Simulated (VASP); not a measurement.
# Zr (Pm-3m) in VASP: notebook

Zr is run at these levels: r2SCAN; tasks: single point.

Everything below comes from runs of VASP 6.6.1. Logs are shortened: lines on timing, memory, paths and dates and some standing lists are left out, and cuts for length are marked.

## 1. The cell of the first run

It takes space group Pm-3m (No. 221, cubic). Conventional cell: a = 2.866 Å, b = 2.866 Å, c = 2.866 Å, α = 90.00°, β = 90.00°, γ = 90.00°. Within 3.8 Å of Zr (site symmetry m-3m) lie 6 Zr at 2.87 Å.

## 2. Single point, r2SCAN (volume scaled by 0.96)

POSCAR

```
Zr
1.0
    2.8656337849      0.0000000000      0.0000000000
    0.0000000000      2.8656337849      0.0000000000
    0.0000000000      0.0000000000      2.8656337849
Zr
1
Direct
    0.0000000000      0.0000000000      0.0000000000
```

INCAR.step1

```
PREC     = Accurate       # precision mode
ENCUT    = 550            # plane-wave cutoff, eV
ISMEAR   = -1             # smearing method
SIGMA    = 0.1            # smearing width, eV
LREAL    = False          # projectors in reciprocal space
LASPH    = True           # aspherical terms in the spheres
NELM     = 120            # most SCF steps
NBANDS   = 12             # bands
GGA      = PE             # functional
ALGO     = Normal         # electronic algorithm
EDIFF    = 1E-5           # SCF threshold, eV
LWAVE    = True           # write WAVECAR
LCHARG   = False          # write CHGCAR
GGA_COMPAT= False
```

INCAR.step2

```
PREC     = Accurate       # precision mode
ENCUT    = 550            # plane-wave cutoff, eV
EDIFF    = 1E-6           # SCF threshold, eV
ISMEAR   = -1             # smearing method
SIGMA    = 0.1            # smearing width, eV
LREAL    = False          # projectors in reciprocal space
LASPH    = True           # aspherical terms in the spheres
NELM     = 120            # most SCF steps
ALGO     = Normal         # electronic algorithm
ISIF     = 2              # what is computed and relaxed
LWAVE    = False          # write WAVECAR
LCHARG   = False          # write CHGCAR
METAGGA  = R2SCAN         # meta-GGA
LMIXTAU  = True         
NBANDS   = 12             # bands
ISTART   = 1            
GGA_COMPAT= False
```

KPOINTS

```
regular mesh
0
Gamma
  12 12 12
```

Potentials or basis: VASP PAW PBE potentials, release 64 (Zr_sv).

Launch:

```bash
$ cat potpaw_PBE.64/Zr_sv/POTCAR > POTCAR
$ cp INCAR.step1 INCAR
$ mpirun -np 1 vasp_std > vasp.out
$ cp INCAR.step2 INCAR
$ mpirun -np 1 vasp_std > vasp.out
```

OUTCAR:

```text
PREC = Accurate
   ENCUT = 550
   EDIFF = 1E-6
   ISMEAR = -1
   LREAL = False
   LASPH = True
   NELM = 120
   ISIF = 2
   METAGGA = R2SCAN
   ISTART = 1

 ion  position               nearest neighbor table
   1  0.000  0.000  0.000-

  LATTYP: Found a simple cubic cell.
 ALAT       =     2.8656337849

  Lattice vectors:

 A1 = (   2.8656337849,   0.0000000000,   0.0000000000)
 A2 = (   0.0000000000,   2.8656337849,   0.0000000000)
 A3 = (   0.0000000000,   0.0000000000,   2.8656337849)

Analysis of symmetry for initial positions (statically):
=====================================================================
 Subroutine PRICEL returns:
 Original cell was already a primitive cell.

 Routine SETGRP: Setting up the symmetry group for a
 simple cubic supercell.

 Subroutine GETGRP returns: Found 48 space group operations
 (whereof 48 operations were pure point group operations)
 out of a pool of 48 trial point group operations.

The static configuration has the point symmetry O_h .

Analysis of symmetry for dynamics (positions and initial velocities):
=====================================================================
 Subroutine PRICEL returns:
 Original cell was already a primitive cell.

 Routine SETGRP: Setting up the symmetry group for a
 simple cubic supercell.

 Subroutine GETGRP returns: Found 48 space group operations
 (whereof 48 operations were pure point group operations)
 out of a pool of 48 trial point group operations.

The dynamic configuration has the point symmetry O_h .

 Subroutine INISYM returns: Found 48 space group operations
 (whereof 48 operations are pure point group operations),
 and found     1 'primitive' translations

----------------------------------------------------------------------------------------

                                     Primitive cell

  volume of cell :      23.5322

  direct lattice vectors                    reciprocal lattice vectors
     2.865633785  0.000000000  0.000000000     0.348962943  0.000000000  0.000000000
     0.000000000  2.865633785  0.000000000     0.000000000  0.348962943  0.000000000
     0.000000000  0.000000000  2.865633785     0.000000000  0.000000000  0.348962943

  length of vectors
     2.865633785  2.865633785  2.865633785     0.348962943  0.348962943  0.348962943

  position of ions in fractional coordinates (direct lattice)
     0.000000000  0.000000000  0.000000000

  ion indices of the primitive-cell ions
   primitive index   ion index
                 1           1

----------------------------------------------------------------------------------------

 KPOINTS: regular mesh

Automatic generation of k-mesh.
 Grid dimensions read from file:
 generate k-points for:   12   12   12

 Generating k-lattice:

  Cartesian coordinates                     Fractional coordinates (reciprocal lattice)
     0.029080245  0.000000000  0.000000000     0.083333333  0.000000000  0.000000000
     0.000000000  0.029080245  0.000000000     0.000000000  0.083333333  0.000000000
     0.000000000  0.000000000  0.029080245     0.000000000  0.000000000  0.083333333

  Length of vectors
     0.029080245  0.029080245  0.029080245

  Shift w.r.t. Gamma in fractional coordinates (k-lattice)
     0.000000000  0.000000000  0.000000000

 Subroutine IBZKPT returns following result:
 ===========================================

 Found     84 irreducible k-points:

 Following reciprocal coordinates:
            Coordinates               Weight
  0.000000  0.000000  0.000000      1.000000
  0.083333  0.000000  0.000000      6.000000
  0.166667  0.000000  0.000000      6.000000
  0.250000  0.000000  0.000000      6.000000
  0.333333  0.000000  0.000000      6.000000
  0.416667  0.000000  0.000000      6.000000
[... 16 lines left out ...]
  0.333333  0.333333  0.000000     12.000000
  0.416667  0.333333  0.000000     24.000000
 [... further k-points ...]
   k-points           NKPTS =     84   k-points in BZ     NKDIM =     84   number of bands    NBANDS=     12
   number of dos      NEDOS =    301   number of ions     NIONS =      1
   total plane-waves  NPLWV =  13824
   dimension x,y,z NGX =    24 NGY =   24 NGZ =   24
   dimension x,y,z NGXF=    48 NGYF=   48 NGZF=   48
   ions per type =               1
   NGX,Y,Z   is equivalent  to a cutoff of  13.92, 13.92, 13.92 a.u.
   NGXF,Y,Z  is equivalent  to a cutoff of  27.85, 27.85, 27.85 a.u.
 SYSTEM =  unknown system
   PREC   = accura    normal or accurate (medium, high low for compatibility)
   ISTART =      1    job   : 0-new  1-cont  2-samecut
   ICHARG =      0    charge: 1-file 2-atom 10-const
   ISPIN  =      1    spin polarized calculation?
   LNONCOLLINEAR =      F non collinear calculations
   LSORBIT =      F    spin-orbit coupling
   LASPH  =      T    aspherical Exc in radial PAW
   ENCUT  =  550.0 eV  40.42 Ry    6.36 a.u.   5.48  5.48  5.48*2*pi/ulx,y,z
   NELM   =    120;   NELMIN=  2; NELMDL=  0     # of ELM steps
   EDIFF  = 0.1E-05   stopping-criterion for ELM
   LREAL  =      F    real-space projection
   EDIFFG = 0.1E-04   stopping-criterion for IOM
   NSW    =      0    number of steps for IOM
   IBRION =     -1    ionic relax: 0-MD 1-quasi-New 2-CG
   NFREE  =      0    steps in history (QN), initial steepest desc. (CG)
   ISIF   =      2    stress and relaxation
   ISYM   =      2    0-nonsym 1-usesym 2-fastsym
   POTIM  = 0.5000    time-step for ionic-motion
   TEBEG  =    0.0;   TEEND  =   0.0 temperature during run
   PSTRESS=    0.0 pullay stress
   NELECT =      12.0000    total number of electrons
   NUPDOWN=      -1.0000    fix difference up-down
   EMIN   =  10.00;   EMAX   =-10.00  energy-range for DOS
   EFERMI =   0.00;   METHOD = LEGACY
   ISMEAR =    -1;   SIGMA  =   0.10  broadening in eV -4-tet -1-fermi 0-gaus
   EFERMI_NEDOS =   21; number of points for ismear=-14 and -15
   IALGO  =     38    algorithm
   IMIX   =      4    mixing-type and parameters
     AMIX     =   0.40;   BMIX     =  1.00
     AMIX_MAG =   1.60;   BMIX_MAG =  1.00
  volume/ion in A,a.u.               =      23.53       158.80
  Fermi-wavevector in a.u.,A,eV,Ry     =   1.307920  2.471611 23.274875  1.710655
  Thomas-Fermi vector in A             =   2.438622
   LORBIT       =      0    0 simple, 1 ext, 2 COOP (PROOUT), +10 PAW based schemes
   METAGGA = R2SCAN    functional components
   LHFCALC =     F    Hartree Fock is set to
   AEXX    =    0.0000 exact exchange contribution
   IVDW    =     0    specifies the selected vdW correction
   LEPSILON=     F    determine dielectric tensor
   LRPA    =     F    only Hartree local field effects (RPA)
 non-spin polarized calculation
  energy-cutoff  :      550.00
  volume of cell :       23.53
 maximum number of plane-waves:       739
 NGX is ok and might be reduce to    24
   NGX = 11   NGY = 11   NGZ = 11

 number of electron      11.9999999 magnetization

 Free energy of the ion-electron system (eV)
  ---------------------------------------------------
  ext. energy  EPLUGINS =         0.00000000
  ---------------------------------------------------
  free energy    TOTEN  =       -21.79297752 eV

  energy without entropy =      -21.72900220  energy(sigma->0) =      -21.76098986

 E-fermi :   8.5997     XC(G=0): -11.8090

 val. band max:        8.5673715039   @ k =   0.5000   0.4167   0.0833
 cond. band min:       8.6133971121   @ k =   0.3333   0.1667   0.1667
 fundamental gap:      0.0460256082
 Fermi energy:         8.5996543645

 k-point     1 :       0.0000    0.0000    0.0000
  band No.  band energies     occupation
      1     -41.7066      2.00000
      2     -18.3237      2.00000
      3     -18.3237      2.00000
      4     -18.3237      2.00000
      5       3.1498      2.00000
      6       6.6461      2.00000
      7       6.6461      2.00000
      8      14.8125      0.00000
      9      14.8125      0.00000
     10      14.8125      0.00000
     11      22.6343      0.00000
     12      22.6343      0.00000

 k-point     2 :       0.0833    0.0000    0.0000
  band No.  band energies     occupation
      1     -41.6945      2.00000
      2     -18.4307      2.00000
      3     -18.3149      2.00000
      4     -18.3149      2.00000
      5       3.3422      2.00000
      6       6.7014      2.00000
      7       6.8544      2.00000
      8      14.4759      0.00000
      9      14.4759      0.00000
     10      14.8346      0.00000
     11      21.7135      0.00000
     12      23.0671      0.00000

 k-point     3 :       0.1667    0.0000    0.0000
  band No.  band energies     occupation
      1     -41.6611      2.00000
      2     -18.7153      2.00000
      3     -18.2907      2.00000
      4     -18.2907      2.00000
      5       3.8626      2.00000
      6       6.8574      2.00000
      7       7.4447      1.99998
      8      13.6945      0.00000
      9      13.6945      0.00000
     10      14.8955      0.00000
     11      20.0390      0.00000
     12      24.1149      0.00000
[... 286 lines left out ...]
 k-point    23 :       0.3333    0.3333    0.0000
  band No.  band energies     occupation
      1     -41.4347      2.00000
      2     -19.3094      2.00000
      3     -19.2747      2.00000
      4     -18.1290      2.00000
      5       6.1696      2.00000
      6       7.6953      1.99976
      7      11.2531      0.00000
      8      11.8255      0.00000
      9      12.4735      0.00000
     10      12.7461      0.00000
     11      18.5672      0.00000
     12      21.7157      0.00000

 k-point    24 :       0.4167    0.3333    0.0000
  band No.  band energies     occupation
      1     -41.4013      2.00000
      2     -19.5334      2.00000
      3     -19.2538      2.00000
      4     -18.1055      2.00000
      5       5.9593      2.00000
      6       7.8527      1.99886
      7      11.6056      0.00000
      8      12.1488      0.00000
      9      12.7522      0.00000
     10      12.9268      0.00000
     11      17.9978      0.00000
     12      22.3843      0.00000

 [... further k-points ...]
[... 5 lines left out ...]
  --------------------------------------------------------------------------------------
  -------------------------------------------------------------------------------------
  Total        0.4913216      0.4913216      0.4913216      0.0000000      0.0000000     -0.0000000
  in kB       33.4514052     33.4514052     33.4514052      0.0000000      0.0000000     -0.0000000
  external PRESSURE =      33.4514052 kB  Pullay stress =       0.0000000 kB

 VOLUME and BASIS-vectors are now :
 -----------------------------------------------------------------------------
  energy-cutoff  :      550.00
  volume of cell :       23.53
      direct lattice vectors                 reciprocal lattice vectors
     2.865633785  0.000000000  0.000000000     0.348962943  0.000000000  0.000000000
     0.000000000  2.865633785  0.000000000     0.000000000  0.348962943  0.000000000
     0.000000000  0.000000000  2.865633785     0.000000000  0.000000000  0.348962943

 POSITION                                       TOTAL-FORCE (eV/Angst)
 -----------------------------------------------------------------------------------
      0.00000      0.00000      0.00000         0.000000      0.000000      0.000000
 -----------------------------------------------------------------------------------
    total drift:                                0.000000      0.000000      0.000000

  FREE ENERGIE OF THE ION-ELECTRON SYSTEM (eV)
  ---------------------------------------------------
  free  energy   TOTEN  =       -21.7929775204 eV

  energy  without entropy=      -21.7290021955  energy(sigma->0) =      -21.76098986
```

It took 59 s on 1 thread of Intel Xeon Platinum 8259CL at 2.50GHz (Skylake/Cascade Lake), shared host; peak memory 0.16 GiB.

Results:

```yaml
Free_energy: -21.7930 eV
Pressure: 3.3 GPa
Band_gap_on_the_k_mesh: zero (band 6 reaches 9.75 eV, above the bottom of band 7 at 6.65 eV)
```

Caveat: the cell differs from its parent crystal (volume scaled by 0.96); the PAW data sets were made with another functional, which shifts forces and pressure a little.

## 3. Single point, r2SCAN

This run uses another cell than the first one, of 24.51 Å³/atom, 1.042 times its volume.

POSCAR

```
Zr
1.0
    2.9048939208      0.0000000000      0.0000000000
    0.0000000000      2.9048939208      0.0000000000
    0.0000000000      0.0000000000      2.9048939208
Zr
1
Direct
    0.0000000000      0.0000000000      0.0000000000
```

INCAR.step1

```
SYSTEM = Zr
PREC = Accurate ; ENCUT = 550
ISMEAR = -1 ; SIGMA = 0.1
LREAL = .False. ; LASPH = .True.
NELM = 120 ; NBANDS = 12
GGA = PE ; ALGO = Normal
EDIFF = 1E-5 ; LWAVE = .True.
LCHARG = .False. ; GGA_COMPAT = .False.
```

INCAR.step2

```
SYSTEM = Zr
PREC = Accurate ; ENCUT = 550
EDIFF = 1E-6 ; ISMEAR = -1
SIGMA = 0.1 ; LREAL = .False.
LASPH = .True. ; NELM = 120
ALGO = Normal ; ISIF = 2
LWAVE = .False. ; LCHARG = .True.
METAGGA = R2SCAN ; LMIXTAU = .True.
LELF = .True. ; LVHAR = .True.
NBANDS = 12 ; ISTART = 1
GGA_COMPAT = .False.
```

KPOINTS

```
Automatic mesh
0
Gamma
  12 12 12
  0 0 0
```

Potentials or basis: VASP PAW PBE potentials, release 64 (Zr_sv).

Launch:

```bash
$ cat potpaw_PBE.64/Zr_sv/POTCAR > POTCAR
$ cp INCAR.step1 INCAR
$ mpirun -np 1 vasp_std > vasp.out
$ cp INCAR.step2 INCAR
$ mpirun -np 1 vasp_std > vasp.out
```

It took 73 s on 1 thread of Intel Xeon Platinum 8259CL at 2.50GHz (Skylake/Cascade Lake), shared host; peak memory 0.16 GiB.

The run converged. Its results:

* Free energy: -21.8047 eV
* Pressure: 0.5 GPa
* Band gap on the k mesh: zero (band 6 reaches 9.21 eV, above the bottom of band 7 at 6.31 eV)

Levels at points of the mesh, in eV from the Fermi level:
| k point | band 4 | band 5 | band 6 | band 7 | band 8 | band 9 |
| --- | --- | --- | --- | --- | --- | --- |
| (0.00, 0.00, 0.00) | -27.03 | -5.39 | -1.84 | -1.84 | 5.97 | 5.97 |
| (0.50, 0.00, 0.00) | -26.92 | -2.09 | -0.95 | 0.22 | 2.81 | 2.81 |
| (0.50, 0.50, 0.00) | -26.81 | -3.19 | -0.30 | 3.50 | 3.50 | 5.20 |
| (0.50, 0.50, 0.50) | -27.97 | -1.52 | -1.52 | -1.52 | 6.73 | 8.05 |

Caveat: the PAW data sets were made with another functional, which shifts forces and pressure a little.

## 4. Single point, r2SCAN (volume scaled by 1.04)

POSCAR

```
Zr
1.0
    2.9431205930      0.0000000000      0.0000000000
    0.0000000000      2.9431205930      0.0000000000
    0.0000000000      0.0000000000      2.9431205930
Zr
1
Direct
    0.0000000000      0.0000000000      0.0000000000
```

INCAR.step1

```
ALGO = Normal ; EDIFF = 1E-5
ENCUT = 550 ; GGA = PE
GGA_COMPAT = F ; ISMEAR = -1
LASPH = T ; LCHARG = F
LREAL = F ; LWAVE = T
NBANDS = 12 ; NELM = 120
PREC = Accurate ; SIGMA = 0.1
```

INCAR.step2

```
ALGO = Normal ; EDIFF = 1E-6
ENCUT = 550 ; GGA_COMPAT = F
ISIF = 2 ; ISMEAR = -1
ISTART = 1 ; LASPH = T
LCHARG = F ; LMIXTAU = T
LREAL = F ; LWAVE = F
METAGGA = R2SCAN ; NBANDS = 12
NELM = 120 ; PREC = Accurate
SIGMA = 0.1
```

KPOINTS

```
k-points
0
Gamma
  12 12 12
```

Launch:

```bash
$ cat potpaw_PBE.64/Zr_sv/POTCAR > POTCAR
$ cp INCAR.step1 INCAR
$ mpirun -np 1 vasp_std > vasp.out
$ cp INCAR.step2 INCAR
$ mpirun -np 1 vasp_std > vasp.out
```

It took 64 s on 1 thread of Intel Xeon Platinum 8259CL at 2.50GHz (Skylake/Cascade Lake), shared host; peak memory 0.16 GiB.

It converged, with:

| Property | Result |
| --- | --- |
| Free energy | -21.8004 eV |
| Pressure | -1.9 GPa |
| Band gap on the k mesh | zero (band 6 reaches 8.71 eV, above the bottom of band 7 at 5.99 eV) |

Levels at points of the mesh, in eV from the Fermi level:
```tsv
k point	band 2	band 3	band 4	band 5	band 6	band 7	band 8	band 9	band 10	band 11
(0.00, 0.00, 0.00)	-27.14	-27.14	-27.14	-5.32	-1.74	-1.74	5.74	5.74	5.74	13.36
(0.50, 0.00, 0.00)	-28.31	-27.03	-27.03	-2.10	-0.89	0.15	2.76	2.76	6.04	9.27
(0.50, 0.50, 0.00)	-28.14	-28.14	-26.94	-2.99	-0.32	3.40	3.40	4.96	4.96	7.49
(0.50, 0.50, 0.50)	-27.98	-27.98	-27.98	-1.39	-1.39	-1.39	6.75	7.69	7.69	10.76
```

Caveat: the cell differs from its parent crystal (volume scaled by 1.04); the PAW data sets were made with another functional, which shifts forces and pressure a little.

## 5. Single point, r2SCAN (volume scaled by 1.08)

POSCAR

```
Zr
1.0
    2.9803792394      0.0000000000      0.0000000000
    0.0000000000      2.9803792394      0.0000000000
    0.0000000000      0.0000000000      2.9803792394
Zr
1
Direct
    0.0000000000      0.0000000000      0.0000000000
```

INCAR.step1

```
SYSTEM = Zr
  PREC = Accurate
  ENCUT = 550
  ISMEAR = -1
  SIGMA = 0.1
  LREAL = .False.
  LASPH = .True.
  NELM = 120
  NBANDS = 12
  GGA = PE
  ALGO = Normal
  EDIFF = 1E-5
  LWAVE = .True.
  LCHARG = .False.
  GGA_COMPAT = .False.
```

INCAR.step2

```
SYSTEM = Zr
  PREC = Accurate
  ENCUT = 550
  EDIFF = 1E-6
  ISMEAR = -1
  SIGMA = 0.1
  LREAL = .False.
  LASPH = .True.
  NELM = 120
  ALGO = Normal
  ISIF = 2
  LWAVE = .False.
  LCHARG = .True.
  METAGGA = R2SCAN
  LMIXTAU = .True.
  LELF = .True.
  LVHAR = .True.
  NBANDS = 12
  ISTART = 1
  GGA_COMPAT = .False.
```

KPOINTS

```
Automatic mesh
0
Gamma
  12 12 12
  0 0 0
```

Launch:

```bash
$ cat potpaw_PBE.64/Zr_sv/POTCAR > POTCAR
$ cp INCAR.step1 INCAR
$ mpirun -np 1 vasp_std > vasp.out
$ cp INCAR.step2 INCAR
$ mpirun -np 1 vasp_std > vasp.out
```

It took 66 s on 1 thread of Intel Xeon Platinum 8259CL at 2.50GHz (Skylake/Cascade Lake), shared host; peak memory 0.16 GiB.

The run converged. Its results:

```yaml
Free_energy: -21.7823 eV
Pressure: -4.0 GPa
Band_gap_on_the_k_mesh: zero (band 6 reaches 8.25 eV, above the bottom of band 7 at 5.70 eV)
```

Levels at points of the mesh, in eV from the Fermi level:
| k point | band 4 | band 5 | band 6 | band 7 | band 8 | band 9 |
| --- | --- | --- | --- | --- | --- | --- |
| (0.00, 0.00, 0.00) | -27.24 | -5.26 | -1.65 | -1.65 | 5.53 | 5.53 |
| (0.50, 0.00, 0.00) | -27.15 | -2.10 | -0.83 | 0.09 | 2.70 | 2.70 |
| (0.50, 0.50, 0.00) | -27.06 | -2.80 | -0.33 | 3.31 | 3.31 | 4.75 |
| (0.50, 0.50, 0.50) | -28.00 | -1.26 | -1.26 | -1.26 | 6.77 | 7.36 |

Caveat: the cell differs from its parent crystal (volume scaled by 1.08); the PAW data sets were made with another functional, which shifts forces and pressure a little.

## 6. The runs side by side

| cell | gap on the mesh (eV) | pressure (GPa) |
| --- | --- | --- |
| a = 2.866 Å, 1 atom | none | 3.3 |
| a = 2.905 Å, 1 atom | none | 0.5 |
| a = 2.943 Å, 1 atom | none | -1.9 |
| a = 2.980 Å, 1 atom | none | -4.0 |

Alike in all rows: task single point; level r2SCAN; potentials or basis VASP PAW PBE potentials, release 64 (Zr_sv); no spin polarisation; k mesh 12 × 12 × 12; cutoff (eV) 550; smearing fermi-dirac 0.1 eV.

Caveats: the PAW data sets were made with another functional, which shifts forces and pressure a little.

Absolute energies hang on the potentials; compare differences alone.
